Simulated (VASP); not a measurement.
# Si in VASP: relaxation of the atoms with PBE

Aim: the relaxation of the atoms of Si with PBE.

Program: VASP 6.6.1. These are calculated values, not measurements. Logs are shortened: lines on timing, memory, paths and dates and some standing lists are left out, and cuts for length are marked.

### 1 The cell of the first run

The cell holds a slab with vacuum, 10 atoms: a = 3.868 Å, b = 3.868 Å, c = 27.307 Å, α = 90.00°, β = 90.00°, γ = 90.00°.

### 2 Relaxation of the atoms, PBE

File INCAR:

```
SYSTEM = Si
  PREC = Accurate
  ENCUT = 520
  EDIFF = 1E-6
  ISMEAR = 0
  SIGMA = 0.05
  LREAL = .FALSE.
  LASPH = .TRUE.
  NELM = 60
  ALGO = Fast
  ISIF = 2
  LWAVE = .FALSE.
  LCHARG = .FALSE.
  LDIPOL = .TRUE.
  IDIPOL = 3
  DIPOL = 0.5 0.5 0.500
  GGA = PE
  IBRION = 2
  NSW = 80
  EDIFFG = -0.02
```

File KPOINTS:

```
Automatic mesh
0
G
  7 7 1
  0 0 0
```

File POSCAR:

```
Si
1.0
    3.8677060756      0.0000000000      0.0000000000
    0.0000000000      3.8677060756      0.0000000000
    0.0000000000      0.0000000000     27.3069653717
Si
10
Direct
    0.0000000000      0.5000000000      0.2746551987
    0.0000000000      0.0000000000      0.3247318212
    0.5000000000      0.0000000000      0.3748084437
    0.5000000000      0.5000000000      0.4248850662
    0.0000000000      0.5000000000      0.4749616887
    0.0000000000      0.0000000000      0.5250383113
    0.5000000000      0.0000000000      0.5751149338
    0.5000000000      0.5000000000      0.6251915563
    0.0000000000      0.5000000000      0.6752681788
    0.0000000000      0.0000000000      0.7253448013
```

Potentials or basis: VASP PAW PBE potentials, release 64 (Si).

Started as:

```sh
> cat potpaw_PBE.64/Si/POTCAR > POTCAR
> mpirun -np 1 vasp_std > vasp.out
```

OUTCAR:

```text
SYSTEM = Si
   PREC = Accurate
   ENCUT = 520
   EDIFF = 1E-6
   ISMEAR = 0
   LREAL = .FALSE.
   LASPH = .TRUE.
   NELM = 60
   ISIF = 2
   GGA = PE
   IBRION = 2
   NSW = 80
   EDIFFG = -0.02

 ion  position               nearest neighbor table
   1  0.000  0.500  0.275-   2 2.37   2 2.37
   2  0.000  0.000  0.325-   1 2.37   1 2.37   3 2.37   3 2.37
   3  0.500  0.000  0.375-   2 2.37   4 2.37   4 2.37   2 2.37
   4  0.500  0.500  0.425-   3 2.37   5 2.37   3 2.37   5 2.37
   5  0.000  0.500  0.475-   4 2.37   4 2.37   6 2.37   6 2.37
   6  0.000  0.000  0.525-   7 2.37   7 2.37   5 2.37   5 2.37
   7  0.500  0.000  0.575-   6 2.37   8 2.37   8 2.37   6 2.37
   8  0.500  0.500  0.625-   7 2.37   9 2.37   7 2.37   9 2.37
   9  0.000  0.500  0.675-  10 2.37  10 2.37   8 2.37   8 2.37
  10  0.000  0.000  0.725-   9 2.37   9 2.37

  LATTYP: Found a simple tetragonal cell.
 ALAT       =     3.8677060756
 C/A-ratio  =     7.0602483327

  Lattice vectors:

 A1 = (   3.8677060756,   0.0000000000,   0.0000000000)
 A2 = (   0.0000000000,   3.8677060756,   0.0000000000)
 A3 = (   0.0000000000,   0.0000000000,  27.3069653717)

Analysis of symmetry for initial positions (statically):
=====================================================================
 Subroutine PRICEL returns:
 Original cell was already a primitive cell.

 Routine SETGRP: Setting up the symmetry group for a
 simple tetragonal supercell.

 Subroutine GETGRP returns: Found  8 space group operations
 (whereof  4 operations were pure point group operations)
 out of a pool of 16 trial point group operations.

The static configuration has the point symmetry C_2v.
 The point group associated with its full space group is D_2h.

Analysis of symmetry for dynamics (positions and initial velocities):
=====================================================================
 Subroutine PRICEL returns:
 Original cell was already a primitive cell.

 Routine SETGRP: Setting up the symmetry group for a
 simple tetragonal supercell.

 Subroutine GETGRP returns: Found  8 space group operations
 (whereof  4 operations were pure point group operations)
 out of a pool of 16 trial point group operations.

The dynamic configuration has the point symmetry C_2v.
 The point group associated with its full space group is D_2h.

 Subroutine INISYM returns: Found  8 space group operations
 (whereof  4 operations are pure point group operations),
 and found     1 'primitive' translations

----------------------------------------------------------------------------------------

                                     Primitive cell

  volume of cell :     408.4890

  direct lattice vectors                    reciprocal lattice vectors
     3.867706076  0.000000000  0.000000000     0.258551188  0.000000000  0.000000000
     0.000000000  3.867706076  0.000000000     0.000000000  0.258551188  0.000000000
     0.000000000  0.000000000 27.306965372     0.000000000  0.000000000  0.036620693

  length of vectors
     3.867706076  3.867706076 27.306965372     0.258551188  0.258551188  0.036620693

  position of ions in fractional coordinates (direct lattice)
     0.000000000  0.500000000  0.274655199
     0.000000000  0.000000000  0.324731821
     0.500000000  0.000000000  0.374808444
     0.500000000  0.500000000  0.424885066
     0.000000000  0.500000000  0.474961689
     0.000000000  0.000000000  0.525038311
     0.500000000  0.000000000  0.575114934
     0.500000000  0.500000000  0.625191556
     0.000000000  0.500000000  0.675268179
     0.000000000  0.000000000  0.725344801

  ion indices of the primitive-cell ions
   primitive index   ion index
                 1           1
                 2           2
                 3           3
                 4           4
                 5           5
[... 25 lines left out ...]
     0.000000000  0.000000000  0.000000000

 Subroutine IBZKPT returns following result:
 ===========================================

 Found     16 irreducible k-points:

 Following reciprocal coordinates:
            Coordinates               Weight
  0.000000  0.000000  0.000000      1.000000
  0.142857  0.000000  0.000000      2.000000
  0.000000  0.142857  0.000000      2.000000
  0.285714  0.000000  0.000000      2.000000
  0.000000  0.285714  0.000000      2.000000
  0.428571  0.000000  0.000000      2.000000
[... 8 lines left out ...]
 -0.285714  0.428571  0.000000      4.000000
  0.428571  0.428571  0.000000      4.000000
   k-points           NKPTS =     16   k-points in BZ     NKDIM =     16   number of bands    NBANDS=     26
   number of dos      NEDOS =    301   number of ions     NIONS =     10
   total plane-waves  NPLWV = 189000
   dimension x,y,z NGX =    30 NGY =   30 NGZ =  210
   dimension x,y,z NGXF=    60 NGYF=   60 NGZF=  420
   ions per type =              10
   NGX,Y,Z   is equivalent  to a cutoff of  12.89, 12.89, 12.78 a.u.
   NGXF,Y,Z  is equivalent  to a cutoff of  25.79, 25.79, 25.57 a.u.
 SYSTEM =  Si
   PREC   = accura    normal or accurate (medium, high low for compatibility)
   ISTART =      0    job   : 0-new  1-cont  2-samecut
   ICHARG =      2    charge: 1-file 2-atom 10-const
   ISPIN  =      1    spin polarized calculation?
   LNONCOLLINEAR =      F non collinear calculations
   LSORBIT =      F    spin-orbit coupling
   LASPH  =      T    aspherical Exc in radial PAW
   ENCUT  =  520.0 eV  38.22 Ry    6.18 a.u.   7.19  7.19 50.77*2*pi/ulx,y,z
   NELM   =     60;   NELMIN=  2; NELMDL= -5     # of ELM steps
   EDIFF  = 0.1E-05   stopping-criterion for ELM
   LREAL  =      F    real-space projection
   EDIFFG = -.2E-01   stopping-criterion for IOM
   NSW    =     80    number of steps for IOM
   IBRION =      2    ionic relax: 0-MD 1-quasi-New 2-CG
   NFREE  =      1    steps in history (QN), initial steepest desc. (CG)
   ISIF   =      2    stress and relaxation
   ISYM   =      2    0-nonsym 1-usesym 2-fastsym
   POTIM  = 0.5000    time-step for ionic-motion
   TEBEG  =    0.0;   TEEND  =   0.0 temperature during run
   PSTRESS=    0.0 pullay stress
   NELECT =      40.0000    total number of electrons
   NUPDOWN=      -1.0000    fix difference up-down
   EMIN   =  10.00;   EMAX   =-10.00  energy-range for DOS
   EFERMI =   0.00;   METHOD = LEGACY
   ISMEAR =     0;   SIGMA  =   0.05  broadening in eV -4-tet -1-fermi 0-gaus
   EFERMI_NEDOS =   21; number of points for ismear=-14 and -15
   IALGO  =     68    algorithm
   IMIX   =      4    mixing-type and parameters
     AMIX     =   0.40;   BMIX     =  1.00
     AMIX_MAG =   1.60;   BMIX_MAG =  1.00
  volume/ion in A,a.u.               =      40.85       275.66
  Fermi-wavevector in a.u.,A,eV,Ry     =   0.754573  1.425937  7.746895  0.569381
  Thomas-Fermi vector in A             =   1.852271
   LORBIT       =      0    0 simple, 1 ext, 2 COOP (PROOUT), +10 PAW based schemes
   GGA     = PE    functional components
   LHFCALC =     F    Hartree Fock is set to
   AEXX    =    0.0000 exact exchange contribution
   IVDW    =     0    specifies the selected vdW correction
   LEPSILON=     F    determine dielectric tensor
   LRPA    =     F    only Hartree local field effects (RPA)
 conjugate gradient relaxation of ions
 non-spin polarized calculation
 RMM-DIIS sequential band-by-band and
 Gauss-broadening in eV      SIGMA  =   0.05
  energy-cutoff  :      520.00
  volume of cell :      408.49
 maximum number of plane-waves:     11040
 NGX is ok and might be reduce to    30
   NGX = 15   NGY = 15   NGZ =101

--------------------------------------- Ionic step        1  -------------------------------------------

 number of electron      39.9999998 magnetization

 Free energy of the ion-electron system (eV)
  ---------------------------------------------------
  ext. energy  EPLUGINS =         0.00000000
  ---------------------------------------------------
  free energy    TOTEN  =       -50.22962212 eV

  energy without entropy =      -50.22341211  energy(sigma->0) =      -50.22651712

 E-fermi :  -0.0021     XC(G=0):  -5.3655

 val. band max:       -0.0039305572   @ k =   0.2857   0.1429   0.0000
 cond. band min:       0.0087891141   @ k =   0.1429   0.0000   0.0000
 fundamental gap:      0.0127196713
 Fermi energy:        -0.0020916784

 k-point     1 :       0.0000    0.0000    0.0000
  band No.  band energies     occupation
      1     -11.5093      2.00000
      2     -10.9798      2.00000
      3     -10.2244      2.00000
      4      -9.2229      2.00000
      5      -8.0001      2.00000
      6      -6.5935      2.00000
[... 584 lines left out ...]
--------------------------------------- Ionic step        4  -------------------------------------------

 number of electron      39.9999998 magnetization

 dipolmoment           0.000000      0.000000     -0.000000 electrons x Angstroem

------------------------ aborting loop because EDIFF is reached ----------------------------------------

  FORCE on cell =-STRESS in cart. coord.  units (eV):
  Direction    XX          YY          ZZ          XY          YZ          ZX
  --------------------------------------------------------------------------------------
  -------------------------------------------------------------------------------------
  Total       -3.6442270     -0.3492616     -0.5140497      0.0000000      0.0000000      0.0000000
  in kB      -14.2934032     -1.3698755     -2.0162081      0.0000000      0.0000000      0.0000000
  external PRESSURE =      -5.8931623 kB  Pullay stress =       0.0000000 kB
[... 75 lines left out ...]
--------------------------------------- Ionic step        6  -------------------------------------------

 number of electron      39.9999998 magnetization

 dipolmoment           0.000000      0.000000      0.000000 electrons x Angstroem

 Free energy of the ion-electron system (eV)
  ---------------------------------------------------
  ext. energy  EPLUGINS =         0.00000000
  ---------------------------------------------------
  free energy    TOTEN  =       -50.23190419 eV

  energy without entropy =      -50.22590294  energy(sigma->0) =      -50.22890356

 E-fermi :   0.0076     XC(G=0):  -5.3459

 val. band max:        0.0055629070   @ k =   0.1429   0.1429   0.0000
 cond. band min:       0.0161424162   @ k =   0.1429   0.0000   0.0000
 fundamental gap:      0.0105795092
 Fermi energy:         0.0075621959

 k-point     1 :       0.0000    0.0000    0.0000
  band No.  band energies     occupation
      1     -11.5082      2.00000
      2     -11.0046      2.00000
      3     -10.2416      2.00000
      4      -9.2372      2.00000
      5      -8.0177      2.00000
      6      -6.5881      2.00000
[... 453 lines left out ...]
     25       2.0835      0.00000
     26       2.1437      0.00000

------------------------ aborting loop because EDIFF is reached ----------------------------------------

 vacuum level on the upper side and lower side of the slab       (xc-potential included)        -0.007        -0.007

  FORCE on cell =-STRESS in cart. coord.  units (eV):
  Direction    XX          YY          ZZ          XY          YZ          ZX
  --------------------------------------------------------------------------------------
  -------------------------------------------------------------------------------------
  Total       -3.5678503     -0.3316073     -0.3878645      0.0000000      0.0000000      0.0000000
  in kB      -13.9938382     -1.3006316     -1.5212837      0.0000000      0.0000000      0.0000000
  external PRESSURE =      -5.6052512 kB  Pullay stress =       0.0000000 kB
[... 25 lines left out ...]
  FREE ENERGIE OF THE ION-ELECTRON SYSTEM (eV)
  ---------------------------------------------------
  free  energy   TOTEN  =       -50.2319041895 eV

  energy  without entropy=      -50.2259029390  energy(sigma->0) =      -50.22890356

 reached required accuracy - stopping structural energy minimisation

 vacuum level on the upper side and lower side of the slab         5.450         5.450
```

It took 17 min on 1 thread of Oxide Virtual Turin-like, shared host; peak memory 0.49 GiB.

Results:

```
Free energy                  : -50.2319 eV
Energy gained by relaxing    : 0.2 meV/atom
Ionic steps                  : 6
Largest force after relaxing : 0.019 eV/Å
Band gap on the k mesh       : zero (bands 20 and 21 overlap by 0.83 eV)
```

Forces on the atoms (eV/Å):
```
Si   0.000  0.000  0.007
Si   0.000  0.000  0.010
Si   0.000  0.000  0.019
Si   0.000  0.000  0.011
Si   0.000  0.000  0.002
Si   0.000  0.000 -0.002
Si   0.000  0.000 -0.011
Si   0.000  0.000 -0.019
Si   0.000  0.000 -0.010
Si   0.000  0.000 -0.007
```

Step by step:
| step | energy change (eV) | largest force (eV/Å) | pressure (GPa) |
| --- | --- | --- | --- |
| 1 | 0.0000 | 0.1027 | -0.64 |
| 2 | -0.0015 | 0.0584 | -0.61 |
| 3 | -0.0016 | 0.0429 | -0.61 |
| 4 | -0.0020 | 0.0307 | -0.59 |
| 5 | -0.0022 | 0.0284 | -0.57 |
| 6 | -0.0023 | 0.0190 | -0.56 |

Final structure:
```xyz
10
Lattice="3.8677 0.0000 0.0000 0.0000 3.8677 0.0000 0.0000 0.0000 27.3070" Properties=species:S:1:pos:R:3 pbc="T T T"
Si    0.0000    1.9339    7.5151
Si    0.0000    0.0000    8.8689
Si    1.9339    0.0000   10.2346
Si    1.9339    1.9339   11.5942
Si    0.0000    1.9339   12.9690
Si    0.0000    0.0000   14.3380
Si    1.9339    0.0000   15.7128
Si    1.9339    1.9339   17.0724
Si    0.0000    1.9339   18.4381
Si    0.0000    0.0000   19.7919
```
